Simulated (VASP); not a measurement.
# SrO (P-1) in VASP: single point with LDA

Aim: the single point of SrO with LDA.

Everything below comes from runs of VASP 6.6.1. Logs are shortened: lines on timing, memory, paths and dates and some standing lists are left out, and cuts for length are marked.

## Step 1: The cell of the first run

The typed cell holds 4 atoms: a = 3.581 Å, b = 3.581 Å, c = 6.203 Å, α = 73.22°, β = 73.22°, γ = 60.00°.

## Step 2: Single point, LDA (mode 6 frozen in at +0.000 Å and mode 10 at -0.167 Å (largest displacements))

Input file INCAR:

```
SYSTEM = SrO
PREC = Accurate
ENCUT = 520
EDIFF = 1E-7
ISMEAR = 0
SIGMA = 0.05
LREAL = .False.
LASPH = .True.
NELM = 100
ALGO = Normal
ISIF = 2
LWAVE = .False.
LCHARG = .False.
NBANDS = 24
```

Input file KPOINTS:

```
Automatic mesh
0
Gamma
  9 9 8
  0 0 0
```

Input file POSCAR:

```
SrO
1.0
    0.0000000000     -2.5321850030     -2.5321850030
   -2.5321850030      0.0000000000     -2.5321850030
    2.5321850030      2.5321850030     -5.0643700061
Sr O
2 2
Direct
    0.0000000000      0.0000000000      0.0000000000
    0.5000000000      0.5000000000      0.5000000000
    0.7102726036      0.8012208474      0.7499988606
    0.2897273964      0.1987791526      0.2500011394
```

Potentials or basis: VASP PAW LDA potentials, release 64 (Sr_sv, O).

The run is started by

```sh
> cat potpaw_LDA.64/Sr_sv/POTCAR potpaw_LDA.64/O/POTCAR > POTCAR
> mpirun -np 1 vasp_std > vasp.out
```

OUTCAR:

```text
SYSTEM = SrO
   PREC = Accurate
   ENCUT = 520
   EDIFF = 1E-7
   ISMEAR = 0
   LREAL = .False.
   LASPH = .True.
   NELM = 100
   ISIF = 2

 ion  position               nearest neighbor table
   1  0.000  0.000  0.000-   3 2.44   4 2.44   4 2.51   3 2.51   4 2.66   3 2.66   2 3.58   2 3.58
                             2 3.58   2 3.58   2 3.58   2 3.58   2 5.06   2 5.06   2 5.06   2 5.06
   2  0.500  0.500  0.500-   4 2.40   3 2.40   4 2.57   3 2.57   4 2.64   3 2.64   1 3.58   1 3.58
                             1 3.58   1 3.58   1 3.58   1 3.58   1 5.06   1 5.06   1 5.06   1 5.06
   3  0.710  0.801  0.750-   2 2.40   1 2.44   1 2.51   2 2.57   2 2.64   1 2.66
   4  0.290  0.199  0.250-   2 2.40   1 2.44   1 2.51   2 2.57   2 2.64   1 2.66

  LATTYP: Found a trigonal (rhomboedric) cell.
 ALAT       =     6.2025611917
 COS(alpha) =     0.8333333333

  Lattice vectors:

 A1 = (   2.5321850030,   5.0643700060,  -2.5321850031)
 A2 = (   5.0643700060,   2.5321850030,  -2.5321850031)
 A3 = (   2.5321850030,   2.5321850030,  -5.0643700061)

Analysis of symmetry for initial positions (statically):
=====================================================================
 Subroutine PRICEL returns:
 Original cell was already a primitive cell.

 Routine SETGRP: Setting up the symmetry group for a
 trigonal (rhombohedral) supercell.

 Subroutine GETGRP returns: Found  2 space group operations
 (whereof  2 operations were pure point group operations)
 out of a pool of 12 trial point group operations.

The static configuration has the point symmetry S_2 .

Analysis of symmetry for dynamics (positions and initial velocities):
=====================================================================
 Subroutine PRICEL returns:
 Original cell was already a primitive cell.

 Routine SETGRP: Setting up the symmetry group for a
 trigonal (rhombohedral) supercell.

 Subroutine GETGRP returns: Found  2 space group operations
 (whereof  2 operations were pure point group operations)
 out of a pool of 12 trial point group operations.

The dynamic configuration has the point symmetry S_2 .

 Subroutine INISYM returns: Found  2 space group operations
 (whereof  2 operations are pure point group operations),
 and found     1 'primitive' translations

----------------------------------------------------------------------------------------

                                     Primitive cell

  volume of cell :      64.9451

  direct lattice vectors                    reciprocal lattice vectors
     0.000000000 -2.532185003 -2.532185003     0.098728963 -0.296186890 -0.098728963
    -2.532185003  0.000000000 -2.532185003    -0.296186890  0.098728963 -0.098728963
     2.532185003  2.532185003 -5.064370006     0.098728963  0.098728963 -0.098728963

  length of vectors
     3.581050374  3.581050374  6.202561192     0.327446927  0.327446927  0.171003580

  position of ions in fractional coordinates (direct lattice)
     0.000000000  0.000000000  0.000000000
     0.500000000  0.500000000  0.500000000
     0.710272604  0.801220847  0.749998861
     0.289727396  0.198779153  0.250001139

  ion indices of the primitive-cell ions
   primitive index   ion index
                 1           1
                 2           2
                 3           3
                 4           4

----------------------------------------------------------------------------------------

 KPOINTS: Automatic mesh

Automatic generation of k-mesh.
 Grid dimensions read from file:
 generate k-points for:    9    9    8

 Generating k-lattice:

  Cartesian coordinates                     Fractional coordinates (reciprocal lattice)
     0.010969885 -0.032909654 -0.010969885     0.111111111  0.000000000 -0.000000000
    -0.032909654  0.010969885 -0.010969885     0.000000000  0.111111111 -0.000000000
     0.012341120  0.012341120 -0.012341120     0.000000000  0.000000000  0.125000000

  Length of vectors
     0.036382992  0.036382992  0.021375448

  Shift w.r.t. Gamma in fractional coordinates (k-lattice)
     0.000000000  0.000000000  0.000000000

 -----------------------------------------------------------------------------
|                                                                             |
|           W    W    AA    RRRRR   N    N  II  N    N   GGGG   !!!           |
|           W    W   A  A   R    R  NN   N  II  NN   N  G    G  !!!           |
|           W    W  A    A  R    R  N N  N  II  N N  N  G       !!!           |
|           W WW W  AAAAAA  RRRRR   N  N N  II  N  N N  G  GGG   !            |
|           WW  WW  A    A  R   R   N   NN  II  N   NN  G    G                |
|           W    W  A    A  R    R  N    N  II  N    N   GGGG   !!!           |
|                                                                             |
|     Your reciprocal lattice and k-lattice belong to different lattice       |
|     classes:                                                                |
|                                                                             |
|        The reciprocal lattice is rhombohedral (trigonal),                   |
|        whereas your k-lattice is base-centered monoclinic.                  |
|                                                                             |
|     Results are often still useful ...                                      |
|                                                                             |
 -----------------------------------------------------------------------------

 WARNING: IBZKPT: internal override: KBLOWUP is changed to .FALSE.
      ... skipping the blow-up phase ...

 Subroutine IBZKPT returns following result:
 ===========================================

 Found    325 irreducible k-points:

 Following reciprocal coordinates:
            Coordinates               Weight
  0.000000  0.000000  0.000000      1.000000
  0.111111  0.000000  0.000000      2.000000
  0.222222  0.000000 -0.000000      2.000000
  0.333333  0.000000 -0.000000      2.000000
  0.444444  0.000000 -0.000000      2.000000
  0.000000  0.111111  0.000000      2.000000
[... 16 lines left out ...]
 -0.111111  0.222222 -0.000000      2.000000
  0.000000  0.333333 -0.000000      2.000000
 [... further k-points ...]
   k-points           NKPTS =    325   k-points in BZ     NKDIM =    325   number of bands    NBANDS=     24
   number of dos      NEDOS =    301   number of ions     NIONS =      4
   total plane-waves  NPLWV =  37632
   dimension x,y,z NGX =    28 NGY =   28 NGZ =   48
   dimension x,y,z NGXF=    56 NGYF=   56 NGZF=   96
   ions per type =               2   2
   NGX,Y,Z   is equivalent  to a cutoff of  13.00, 13.00, 12.87 a.u.
   NGXF,Y,Z  is equivalent  to a cutoff of  26.00, 26.00, 25.73 a.u.
 SYSTEM =  SrO
   PREC   = accura    normal or accurate (medium, high low for compatibility)
   ISTART =      0    job   : 0-new  1-cont  2-samecut
   ICHARG =      2    charge: 1-file 2-atom 10-const
   ISPIN  =      1    spin polarized calculation?
   LNONCOLLINEAR =      F non collinear calculations
   LSORBIT =      F    spin-orbit coupling
   LASPH  =      T    aspherical Exc in radial PAW
   ENCUT  =  520.0 eV  38.22 Ry    6.18 a.u.   6.66  6.66 11.53*2*pi/ulx,y,z
   NELM   =    100;   NELMIN=  2; NELMDL= -5     # of ELM steps
   EDIFF  = 0.1E-06   stopping-criterion for ELM
   LREAL  =      F    real-space projection
   EDIFFG = 0.1E-05   stopping-criterion for IOM
   NSW    =      0    number of steps for IOM
   IBRION =     -1    ionic relax: 0-MD 1-quasi-New 2-CG
   NFREE  =      0    steps in history (QN), initial steepest desc. (CG)
   ISIF   =      2    stress and relaxation
   ISYM   =      2    0-nonsym 1-usesym 2-fastsym
   POTIM  = 0.5000    time-step for ionic-motion
   TEBEG  =    0.0;   TEEND  =   0.0 temperature during run
   PSTRESS=    0.0 pullay stress
   NELECT =      32.0000    total number of electrons
   NUPDOWN=      -1.0000    fix difference up-down
   EMIN   =  10.00;   EMAX   =-10.00  energy-range for DOS
   EFERMI =   0.00;   METHOD = LEGACY
   ISMEAR =     0;   SIGMA  =   0.05  broadening in eV -4-tet -1-fermi 0-gaus
   EFERMI_NEDOS =   21; number of points for ismear=-14 and -15
   IALGO  =     38    algorithm
   IMIX   =      4    mixing-type and parameters
     AMIX     =   0.40;   BMIX     =  1.00
     AMIX_MAG =   1.60;   BMIX_MAG =  1.00
  volume/ion in A,a.u.               =      16.24       109.57
  Fermi-wavevector in a.u.,A,eV,Ry     =   1.293032  2.443477 22.748025  1.671933
  Thomas-Fermi vector in A             =   2.424703
   LORBIT       =      0    0 simple, 1 ext, 2 COOP (PROOUT), +10 PAW based schemes
   GGA     = CA    functional components
   LHFCALC =     F    Hartree Fock is set to
   AEXX    =    0.0000 exact exchange contribution
   IVDW    =     0    specifies the selected vdW correction
   LEPSILON=     F    determine dielectric tensor
   LRPA    =     F    only Hartree local field effects (RPA)
 non-spin polarized calculation
 Gauss-broadening in eV      SIGMA  =   0.05
  energy-cutoff  :      520.00
  volume of cell :       64.95
 maximum number of plane-waves:      1773
   NGX = 13   NGY = 13   NGZ = 23

 number of electron      32.0000000 magnetization

 Free energy of the ion-electron system (eV)
  ---------------------------------------------------
  ext. energy  EPLUGINS =         0.00000000
  ---------------------------------------------------
  free energy    TOTEN  =       -26.63056118 eV

  energy without entropy =      -26.63056118  energy(sigma->0) =      -26.63056118

 E-fermi :   1.9388     XC(G=0): -10.7368

 val. band max:        1.6257709923   @ k =   0.0000   0.0000   0.0000
 cond. band min:       4.6973962294   @ k =   0.0000   0.4444   0.5000
 fundamental gap:      3.0716252371
 Fermi energy:         1.9388181285

 k-point     1 :       0.0000    0.0000    0.0000
  band No.  band energies     occupation
      1     -30.3506      2.00000
      2     -30.1705      2.00000
      3     -15.0227      2.00000
      4     -13.2624      2.00000
      5     -12.1383      2.00000
      6     -12.1299      2.00000
[... 16 lines left out ...]
     23      10.2004      0.00000
     24      10.2632      0.00000
[... 598 lines left out ...]
      2     -30.1309      2.00000
      3     -14.4686      2.00000
      4     -14.3241      2.00000
      5     -12.8700      2.00000
      6     -12.2850      2.00000
[... 16 lines left out ...]
     23      10.8957      0.00000
     24      11.3495      0.00000

 [... further k-points ...]

------------------------ aborting loop because EDIFF is reached ----------------------------------------

  FORCE on cell =-STRESS in cart. coord.  units (eV):
  Direction    XX          YY          ZZ          XY          YZ          ZX
  --------------------------------------------------------------------------------------
  -------------------------------------------------------------------------------------
  Total        1.2760708      0.8613962      0.3069089      0.2917396      0.0038517     -0.1159253
  in kB       31.4803153     21.2504057      7.5713578      7.1971354      0.0950216     -2.8598456
  external PRESSURE =      20.1006929 kB  Pullay stress =       0.0000000 kB

 VOLUME and BASIS-vectors are now :
 -----------------------------------------------------------------------------
  energy-cutoff  :      520.00
  volume of cell :       64.95
      direct lattice vectors                 reciprocal lattice vectors
     0.000000000 -2.532185003 -2.532185003     0.098728963 -0.296186890 -0.098728963
    -2.532185003  0.000000000 -2.532185003    -0.296186890  0.098728963 -0.098728963
     2.532185003  2.532185003 -5.064370006     0.098728963  0.098728963 -0.098728963

 POSITION                                       TOTAL-FORCE (eV/Angst)
 -----------------------------------------------------------------------------------
      0.00000      0.00000      0.00000         0.000000      0.000000      0.000000
      0.00000      0.00000     -5.06437         0.000000     -0.000000      0.000000
     -0.12970      0.10059     -7.62565         0.686491     -0.512289      0.140313
      0.12970     -0.10059     -2.50309        -0.686491      0.512289     -0.140313
 -----------------------------------------------------------------------------------
    total drift:                                0.000000      0.000000     -0.000000

  FREE ENERGIE OF THE ION-ELECTRON SYSTEM (eV)
  ---------------------------------------------------
  free  energy   TOTEN  =       -26.6305611826 eV

  energy  without entropy=      -26.6305611826  energy(sigma->0) =      -26.63056118
```

It took 6 min on 1 thread of Intel Xeon 6975P-C (Granite Rapids), shared host; peak memory 0.5 GiB.

Results:

```
Free energy            : -26.6306 eV
Pressure               : 2.0 GPa
Largest force          : 0.868 eV/Å
Band gap on the k mesh : 3.07 eV, indirect (least direct gap 3.17 eV)
```

Forces in eV/Å, atoms in the order of the input:
```
Sr   0.000  0.000  0.000
Sr   0.000  0.000  0.000
O    0.686 -0.512  0.140
O   -0.686  0.512 -0.140
```

Caveat: the cell differs from its parent crystal (mode 6 frozen in at +0.000 Å and mode 10 at -0.167 Å (largest displacements)). A k mesh can miss the band edges.
